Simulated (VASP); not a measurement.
# TiO2 (P4_2/nmc) in VASP: further runs

Aim: see how the results for TiO2 move with the level of theory and the settings. Levels: PBE, PBEsol, r2SCAN. Tasks: single point.

Everything below comes from runs of VASP 6.6.1. Logs are shortened: lines on timing, memory, paths and dates and some standing lists are left out, and cuts for length are marked.

### 1 The cell of the first run

It takes space group P4_2/nmc (No. 137, tetragonal). Conventional cell: a = 3.389 Å, b = 3.389 Å, c = 5.342 Å, α = 90.00°, β = 90.00°, γ = 90.00°. Within 2.5 Å of Ti (site symmetry -4m2) lie 8 O at 1.89 to 2.50 Å. O (site symmetry 2mm) has 4 Ti at 1.89 to 2.50 Å and 6 O at 2.59 to 2.67 Å within 2.7 Å.

### 2 Single point, PBE

INCAR

```
SYSTEM = TiO2
ALGO = Normal
EDIFF = 1E-6
ENCUT = 520
GGA = PE
ISIF = 2
ISMEAR = -1
LASPH = .True.
LCHARG = .True.
LELF = .True.
LREAL = .False.
LVHAR = .True.
LWAVE = .False.
NBANDS = 33
NELM = 60
PREC = Accurate
SIGMA = 0.02
```

KPOINTS

```
k-points
0
Gamma
  6 6 6
  0 0 0
```

POSCAR

```
TiO2
1.0
    3.3885465793      0.0000000000      0.0000000000
    0.0000000000      3.3885465793      0.0000000000
    0.0000000000      0.0000000000      5.3415777825
Ti O
2 4
Direct
    0.5000000000      0.5000000000      0.5000000000
    0.0000000000      0.0000000000      0.0000000000
    0.0000000000      0.5000000000      0.6568216089
    0.5000000000      0.0000000000      0.8431783911
    0.5000000000      0.0000000000      0.3431783911
    0.0000000000      0.5000000000      0.1568216089
```

Potentials or basis: VASP PAW PBE potentials, release 64 (Ti_sv, O).

Launch:

```
$ cat potpaw_PBE.64/Ti_sv/POTCAR potpaw_PBE.64/O/POTCAR > POTCAR
$ mpirun -np 1 vasp_std > vasp.out
```

OUTCAR:

```text
SYSTEM = TiO2
   EDIFF = 1E-6
   ENCUT = 520
   GGA = PE
   ISIF = 2
   ISMEAR = -1
   LASPH = .True.
   LREAL = .False.
   NELM = 60
   PREC = Accurate

 ion  position               nearest neighbor table
   1  0.500  0.500  0.500-   3 1.89   5 1.89   5 1.89   3 1.89
   2  0.000  0.000  0.000-   4 1.89   6 1.89   6 1.89   4 1.89
   3  0.000  0.500  0.657-   1 1.89   1 1.89
   4  0.500  0.000  0.843-   2 1.89   2 1.89
   5  0.500  0.000  0.343-   1 1.89   1 1.89
   6  0.000  0.500  0.157-   2 1.89   2 1.89

  LATTYP: Found a simple tetragonal cell.
 ALAT       =     3.3885465793
 C/A-ratio  =     1.5763625075

  Lattice vectors:

 A1 = (   3.3885465793,   0.0000000000,   0.0000000000)
 A2 = (   0.0000000000,   3.3885465793,   0.0000000000)
 A3 = (   0.0000000000,   0.0000000000,   5.3415777825)

Analysis of symmetry for initial positions (statically):
=====================================================================
 Subroutine PRICEL returns:
 Original cell was already a primitive cell.

 Routine SETGRP: Setting up the symmetry group for a
 simple tetragonal supercell.

 Subroutine GETGRP returns: Found 16 space group operations
 (whereof  8 operations were pure point group operations)
 out of a pool of 16 trial point group operations.

The static configuration has the point symmetry D_2d.
 The point group associated with its full space group is D_4h.

Analysis of symmetry for dynamics (positions and initial velocities):
=====================================================================
 Subroutine PRICEL returns:
 Original cell was already a primitive cell.

 Routine SETGRP: Setting up the symmetry group for a
 simple tetragonal supercell.

 Subroutine GETGRP returns: Found 16 space group operations
 (whereof  8 operations were pure point group operations)
 out of a pool of 16 trial point group operations.

The dynamic configuration has the point symmetry D_2d.
 The point group associated with its full space group is D_4h.

 Subroutine INISYM returns: Found 16 space group operations
 (whereof  8 operations are pure point group operations),
 and found     1 'primitive' translations

----------------------------------------------------------------------------------------

                                     Primitive cell

  volume of cell :      61.3333

[... 97 lines left out ...]
   LREAL  =      F    real-space projection
   EDIFFG = 0.1E-04   stopping-criterion for IOM
   NSW    =      0    number of steps for IOM
   IBRION =     -1    ionic relax: 0-MD 1-quasi-New 2-CG
   NFREE  =      0    steps in history (QN), initial steepest desc. (CG)
   ISIF   =      2    stress and relaxation
   ISYM   =      2    0-nonsym 1-usesym 2-fastsym
   POTIM  = 0.5000    time-step for ionic-motion
   TEBEG  =    0.0;   TEEND  =   0.0 temperature during run
   PSTRESS=    0.0 pullay stress
   NELECT =      48.0000    total number of electrons
   NUPDOWN=      -1.0000    fix difference up-down
   EMIN   =  10.00;   EMAX   =-10.00  energy-range for DOS
   EFERMI =   0.00;   METHOD = LEGACY
   ISMEAR =    -1;   SIGMA  =   0.02  broadening in eV -4-tet -1-fermi 0-gaus
   EFERMI_NEDOS =   21; number of points for ismear=-14 and -15
   IALGO  =     38    algorithm
   IMIX   =      4    mixing-type and parameters
     AMIX     =   0.40;   BMIX     =  1.00
     AMIX_MAG =   1.60;   BMIX_MAG =  1.00
  volume/ion in A,a.u.               =      10.22        68.98
  Fermi-wavevector in a.u.,A,eV,Ry     =   1.508654  2.850943 30.967377  2.276038
  Thomas-Fermi vector in A             =   2.619080
   LORBIT       =      0    0 simple, 1 ext, 2 COOP (PROOUT), +10 PAW based schemes
   GGA     = PE    functional components
   LHFCALC =     F    Hartree Fock is set to
   AEXX    =    0.0000 exact exchange contribution
   IVDW    =     0    specifies the selected vdW correction
   LEPSILON=     F    determine dielectric tensor
   LRPA    =     F    only Hartree local field effects (RPA)
 non-spin polarized calculation
  energy-cutoff  :      520.00
  volume of cell :       61.33
 maximum number of plane-waves:      1684
 NGX is ok and might be reduce to    28
   NGX = 13   NGY = 13   NGZ = 19

 number of electron      48.0000006 magnetization

 Free energy of the ion-electron system (eV)
  ---------------------------------------------------
  ext. energy  EPLUGINS =         0.00000000
  ---------------------------------------------------
  free energy    TOTEN  =       -53.02969367 eV

  energy without entropy =      -53.02969367  energy(sigma->0) =      -53.02969367

 E-fermi :   5.2975     XC(G=0): -11.5914

 val. band max:        4.8810038096   @ k =   0.0000   0.0000   0.5000
 cond. band min:       7.4312920473   @ k =   0.0000   0.0000   0.0000
 fundamental gap:      2.5502882377
 Fermi energy:         5.2975293735

 k-point     1 :       0.0000    0.0000    0.0000
  band No.  band energies     occupation
      1     -51.5913      2.00000
      2     -51.5782      2.00000
      3     -27.9748      2.00000
      4     -27.8361      2.00000
      5     -27.7544      2.00000
      6     -27.7544      2.00000
[... 853 lines left out ...]
     32      10.5494      0.00000
     33      11.1999      0.00000

 [... further k-points ...]

------------------------ aborting loop because EDIFF is reached ----------------------------------------

  FORCE on cell =-STRESS in cart. coord.  units (eV):
  Direction    XX          YY          ZZ          XY          YZ          ZX
  --------------------------------------------------------------------------------------
  -------------------------------------------------------------------------------------
  Total        0.3692283      0.3692283      0.1391645      0.0000000      0.0000000      0.0000000
  in kB        9.6451533      9.6451533      3.6353203      0.0000000      0.0000000      0.0000000
  external PRESSURE =       7.6418756 kB  Pullay stress =       0.0000000 kB

 VOLUME and BASIS-vectors are now :
 -----------------------------------------------------------------------------
  energy-cutoff  :      520.00
  volume of cell :       61.33
      direct lattice vectors                 reciprocal lattice vectors
     3.388546579  0.000000000  0.000000000     0.295111776  0.000000000  0.000000000
     0.000000000  3.388546579  0.000000000     0.000000000  0.295111776  0.000000000
     0.000000000  0.000000000  5.341577782     0.000000000  0.000000000  0.187210603

 POSITION                                       TOTAL-FORCE (eV/Angst)
 -----------------------------------------------------------------------------------
      1.69427      1.69427      2.67079         0.000000     -0.000000      0.000000
      0.00000      0.00000      0.00000        -0.000000      0.000000      0.000000
      0.00000      1.69427      3.50846        -0.000000      0.000000      0.063607
      1.69427      0.00000      4.50390        -0.000000      0.000000     -0.063607
      1.69427      0.00000      1.83311        -0.000000      0.000000     -0.063607
      0.00000      1.69427      0.83767        -0.000000      0.000000      0.063607
 -----------------------------------------------------------------------------------
    total drift:                                0.000000      0.000000      0.000000

  FREE ENERGIE OF THE ION-ELECTRON SYSTEM (eV)
  ---------------------------------------------------
  free  energy   TOTEN  =       -53.0296936717 eV

  energy  without entropy=      -53.0296936717  energy(sigma->0) =      -53.02969367
```

OSZICAR:

```text
N       E                     dE             d eps       ncg     rms          rms(c)
DAV:   1     0.654360028950E+03    0.65436E+03   -0.24133E+04  2640   0.173E+03
DAV:   2     0.266369543134E+02   -0.62772E+03   -0.57754E+03  2926   0.516E+02
DAV:   3    -0.660922692161E+02   -0.92729E+02   -0.90947E+02  3514   0.188E+02
DAV:   4    -0.705456954030E+02   -0.44534E+01   -0.44417E+01  3811   0.396E+01
DAV:   5    -0.707127950282E+02   -0.16710E+00   -0.16708E+00  3234   0.623E+00    0.314E+01
DAV:   6    -0.537065849888E+02    0.17006E+02   -0.74828E+01  3585   0.894E+01    0.123E+01
DAV:   7    -0.534155260384E+02    0.29106E+00   -0.15636E+01  3436   0.366E+01    0.939E+00
DAV:   8    -0.531679180913E+02    0.24761E+00   -0.69797E-01  3378   0.702E+00    0.655E+00
DAV:   9    -0.531558034415E+02    0.12115E-01   -0.11724E+00  3631   0.124E+01    0.332E+00
DAV:  10    -0.530454508996E+02    0.11035E+00   -0.65781E-01  3377   0.806E+00    0.105E+00
DAV:  11    -0.530305924438E+02    0.14858E-01   -0.52579E-02  3483   0.176E+00    0.459E-01
DAV:  12    -0.530301742599E+02    0.41818E-03   -0.82373E-03  2951   0.961E-01    0.182E-01
DAV:  13    -0.530297423517E+02    0.43191E-03   -0.23172E-03  3436   0.534E-01    0.719E-02
DAV:  14    -0.530296968244E+02    0.45527E-04   -0.28900E-04  3655   0.151E-01    0.193E-02
DAV:  15    -0.530296936195E+02    0.32049E-05   -0.20193E-05  3264   0.397E-02    0.941E-03
DAV:  16    -0.530296936717E+02   -0.52238E-07   -0.17987E-06  2021   0.845E-03
   1 F= -.53029694E+02 E0= -.53029694E+02  d E =-.387643E-10
```

It used 38 s of CPU time on 1 thread of Intel(R) Xeon(R) 6975P-C (Granite Rapids), on a shared host.

Results:

```yaml
Free_energy: -53.0297 eV
Pressure: 0.8 GPa
Largest_force: 0.064 eV/Å
Band_gap_on_the_k_mesh: 2.55 eV (least direct gap 2.57 eV)
```

Forces in eV/Å, atoms in the order of the input:
```
Ti   0.000  0.000  0.000
Ti   0.000  0.000  0.000
O    0.000  0.000  0.064
O    0.000  0.000 -0.064
O    0.000  0.000 -0.064
O    0.000  0.000  0.064
```

A k mesh can miss the band edges.

### 3 Single point, PBEsol

This run uses another cell than the first one, of 9.67 Å³/atom.

INCAR

```
ALGO = Normal ; EDIFF = 1E-7
ENCUT = 520 ; GGA = PS
ISIF = 2 ; ISMEAR = -1
LASPH = True ; LCHARG = False
LREAL = False ; LWAVE = False
NBANDS = 33 ; NELM = 80
PREC = Accurate ; SIGMA = 0.02
```

KPOINTS

```
k-points
0
Gamma
  8 8 4
```

POSCAR

```
TiO2
1.0
    3.3612404290      0.0000000000      0.0000000000
    0.0000000000      3.3612404290      0.0000000000
    0.0000000000      0.0000000000      5.1337941358
Ti O
2 4
Direct
    0.5000000000      0.5000000000      0.5000000000
    0.0000000000      0.0000000000      0.0000000000
    0.0000000000      0.5000000000      0.6667093220
    0.5000000000      0.0000000000      0.8332906780
    0.5000000000      0.0000000000      0.3332906780
    0.0000000000      0.5000000000      0.1667093220
```

Potentials or basis: VASP PAW PBE potentials, release 64 (Ti_sv, O).

Launch:

```
$ cat potpaw_PBE.64/Ti_sv/POTCAR potpaw_PBE.64/O/POTCAR > POTCAR
$ mpirun -np 1 vasp_std > vasp.out
```

It used 44 s of CPU time on 1 thread of Intel(R) Xeon(R) 6975P-C (Granite Rapids), with other jobs on the host.

Results (log left out):

| Item | Value |
| --- | --- |
| Free energy | -55.5221 eV |
| Pressure | 0.9 GPa |
| Largest force | 0.058 eV/Å |
| Band gap on the k mesh | 2.43 eV (least direct gap 2.48 eV) |

Forces in eV/Å, atoms in the order of the input:
```
Ti   0.000  0.000  0.000
Ti   0.000  0.000  0.000
O    0.000  0.000  0.058
O    0.000  0.000 -0.058
O    0.000  0.000 -0.058
O    0.000  0.000  0.058
```

Stress tensor (GPa, compression positive):
```
1.07 0.00 0.00
0.00 1.07 0.00
0.00 0.00 0.47
```

Levels at points of the mesh, in eV from the valence-band top:
```csv
k point,band 20,band 21,band 22,band 23,band 24,band 25,band 26,band 27,band 28,band 29
"(0.00, 0.00, 0.00)",-2.13,-1.94,-0.37,-0.04,-0.04,2.43,2.92,3.32,4.65,5.11
"(0.50, 0.00, 0.00)",-2.39,-1.44,-1.44,-0.31,-0.31,2.85,2.85,3.74,3.74,4.01
"(0.50, 0.50, 0.00)",-1.47,-1.20,-1.20,-0.69,-0.69,2.79,2.79,3.62,3.62,3.98
"(0.00, 0.00, 0.50)",-2.69,-1.54,-1.54,0.00,0.00,2.67,2.67,3.86,3.86,5.45
"(0.50, 0.00, 0.50)",-1.99,-1.91,-1.91,-0.75,-0.75,2.73,2.73,3.37,3.37,3.93
"(0.50, 0.50, 0.50)",-2.19,-2.19,-2.19,-0.35,-0.35,3.16,3.16,3.85,3.85,3.85
```

Caveat: the PAW data sets were made with another functional, which shifts forces and pressure a little. A k mesh can miss the band edges.

### 4 Single point, PBE

This run uses another cell than the first one, of 9.84 Å³/atom.

INCAR

```
SYSTEM = TiO2
PREC = Accurate
ENCUT = 520
EDIFF = 1E-6
ISMEAR = -1
SIGMA = 0.02
LREAL = .FALSE.
LASPH = .TRUE.
NELM = 60
ALGO = Normal
ISIF = 2
LWAVE = .FALSE.
LCHARG = .FALSE.
GGA = PE
NBANDS = 33
```

KPOINTS

```
Automatic mesh
0
G
  8 8 6
  0 0 0
```

POSCAR

```
TiO2
1.0
    3.3671529609      0.0000000000      0.0000000000
    0.0000000000      3.3671529609      0.0000000000
    0.0000000000      0.0000000000      5.2051742126
Ti O
2 4
Direct
    0.5000000000      0.5000000000      0.5000000000
    0.0000000000      0.0000000000      0.0000000000
    0.0000000000      0.5000000000      0.6626422325
    0.5000000000      0.0000000000      0.8373577675
    0.5000000000      0.0000000000      0.3373577675
    0.0000000000      0.5000000000      0.1626422325
```

Launch:

```
$ cat potpaw_PBE.64/Ti_sv/POTCAR potpaw_PBE.64/O/POTCAR > POTCAR
$ mpirun -np 1 vasp_std > vasp.out
```

It used 60 s of CPU time on 1 thread of Intel(R) Xeon(R) 6975P-C (Granite Rapids), on a shared host.

It converged, with:

| Item | Value |
| --- | --- |
| Free energy | -52.9917 eV |
| Pressure | 6.5 GPa |
| Largest force | 0.136 eV/Å |
| Band gap on the k mesh | 2.52 eV (least direct gap 2.55 eV) |

Forces on the atoms (eV/Å):
```
Ti   0.000  0.000  0.000
Ti   0.000  0.000  0.000
O    0.000  0.000  0.136
O    0.000  0.000 -0.136
O    0.000  0.000 -0.136
O    0.000  0.000  0.136
```

Stress tensor (GPa, compression positive):
```
6.85 0.00 0.00
0.00 6.85 0.00
0.00 0.00 5.66
```

Levels at points of the mesh, in eV from the valence-band top:
| k point | band 20 | band 21 | band 22 | band 23 | band 24 | band 25 | band 26 | band 27 | band 28 | band 29 |
| --- | --- | --- | --- | --- | --- | --- | --- | --- | --- | --- |
| (0.00, 0.00, 0.00) | -2.15 | -2.02 | -0.42 | -0.03 | -0.03 | 2.52 | 2.95 | 3.39 | 4.71 | 5.17 |
| (0.50, 0.00, 0.00) | -2.25 | -1.35 | -1.35 | -0.34 | -0.34 | 2.90 | 2.90 | 3.80 | 3.80 | 3.97 |
| (0.50, 0.50, 0.00) | -1.54 | -1.11 | -1.11 | -0.63 | -0.63 | 2.80 | 2.80 | 3.50 | 3.50 | 3.92 |
| (0.00, 0.00, 0.50) | -2.56 | -1.55 | -1.55 | 0.00 | 0.00 | 2.73 | 2.73 | 3.91 | 3.91 | 5.46 |
| (0.50, 0.00, 0.50) | -1.90 | -1.85 | -1.85 | -0.67 | -0.67 | 2.79 | 2.79 | 3.47 | 3.47 | 3.90 |
| (0.50, 0.50, 0.50) | -2.07 | -2.07 | -2.07 | -0.36 | -0.36 | 3.16 | 3.16 | 3.77 | 3.77 | 3.77 |

Caveat: the cell stands under pressure. A k mesh can miss the band edges.

### 5 Single point, r2SCAN

This run uses another cell than the first one, of 9.84 Å³/atom.

POSCAR is that of step 4.

INCAR.step1

```
SYSTEM = TiO2
  PREC = Accurate
  ENCUT = 520
  ISMEAR = -1
  SIGMA = 0.02
  LREAL = .FALSE.
  LASPH = .TRUE.
  NELM = 80
  NBANDS = 33
  GGA = PE
  ALGO = Normal
  EDIFF = 1E-4
  LWAVE = .TRUE.
  LCHARG = .FALSE.
```

INCAR.step2

```
SYSTEM = TiO2
  PREC = Accurate
  ENCUT = 520
  EDIFF = 1E-6
  ISMEAR = -1
  SIGMA = 0.02
  LREAL = .FALSE.
  LASPH = .TRUE.
  NELM = 80
  ALGO = Normal
  ISIF = 2
  LWAVE = .FALSE.
  LCHARG = .FALSE.
  METAGGA = R2SCAN
  LMIXTAU = .TRUE.
  NBANDS = 33
  ISTART = 1
```

KPOINTS

```
Automatic mesh
0
G
  8 8 4
  0 0 0
```

Launch:

```
$ cat potpaw_PBE.64/Ti_sv/POTCAR potpaw_PBE.64/O/POTCAR > POTCAR
$ cp INCAR.step1 INCAR
$ mpirun -np 1 vasp_std > vasp.out
$ cp INCAR.step2 INCAR
$ mpirun -np 1 vasp_std > vasp.out
```

It used 180 s of CPU time on 1 thread of Intel(R) Xeon(R) 6975P-C (Granite Rapids) (shared host).

The run converged. Its results:

```
Free energy            : -69.0947 eV
Pressure               : 1.5 GPa
Largest force          : 0.098 eV/Å
Band gap on the k mesh : 2.95 eV (least direct gap 2.98 eV)
```

Forces on the atoms (eV/Å):
```
Ti   0.000  0.000  0.000
Ti   0.000  0.000  0.000
O    0.000  0.000  0.098
O    0.000  0.000 -0.098
O    0.000  0.000 -0.098
O    0.000  0.000  0.098
```

Stress tensor (GPa, compression positive):
```
1.85 0.00 0.00
0.00 1.85 0.00
0.00 0.00 0.72
```

Levels at points of the mesh, in eV from the valence-band top:
```
           k point  band 22  band 23  band 24  band 25  band 26  band 27
(0.00, 0.00, 0.00)    -0.44    -0.03    -0.03     2.95     3.39     3.81
(0.50, 0.00, 0.00)    -1.39    -0.34    -0.34     3.29     3.29     4.23
(0.50, 0.50, 0.00)    -1.12    -0.62    -0.62     3.20     3.20     3.86
(0.00, 0.00, 0.50)    -1.60     0.00     0.00     3.16     3.16     4.33
(0.50, 0.00, 0.50)    -1.88    -0.68    -0.68     3.18     3.18     3.90
(0.50, 0.50, 0.50)    -2.10    -0.34    -0.34     3.54     3.54     4.13
```

Caveat: the PAW data sets were made with another functional, which shifts forces and pressure a little. A k mesh can miss the band edges.

### 6 Summary

| level | cell | k mesh | gap on the mesh (eV) | pressure (GPa) | largest force (eV/Å) |
| --- | --- | --- | --- | --- | --- |
| PBE | a = 3.389, b = 3.389, c = 5.342 Å, 6 atoms, atomic positions A | 6 × 6 × 6 | 2.55 | 0.8 | 0.06 |
| PBEsol | a = 3.361, b = 3.361, c = 5.134 Å, 6 atoms, atomic positions B | 8 × 8 × 4 | 2.43 | 0.9 | 0.06 |
| PBE | a = 3.367, b = 3.367, c = 5.205 Å, 6 atoms, atomic positions C | 8 × 8 × 6 | 2.52 | 6.5 | 0.14 |
| r2SCAN | a = 3.367, b = 3.367, c = 5.205 Å, 6 atoms, atomic positions C | 8 × 8 × 4 | 2.95 | 1.5 | 0.10 |

Alike in all rows: task single point; potentials or basis VASP PAW PBE potentials, release 64 (Ti_sv, O); no spin polarisation; cutoff (eV) 520; smearing fermi-dirac 0.02 eV.

Caveats: the PAW data sets were made with another functional, which shifts forces and pressure a little (at least some runs); the cell stands under pressure (at least some runs).

Total energies depend on the potentials used, so only differences within one code and one set of settings carry meaning.
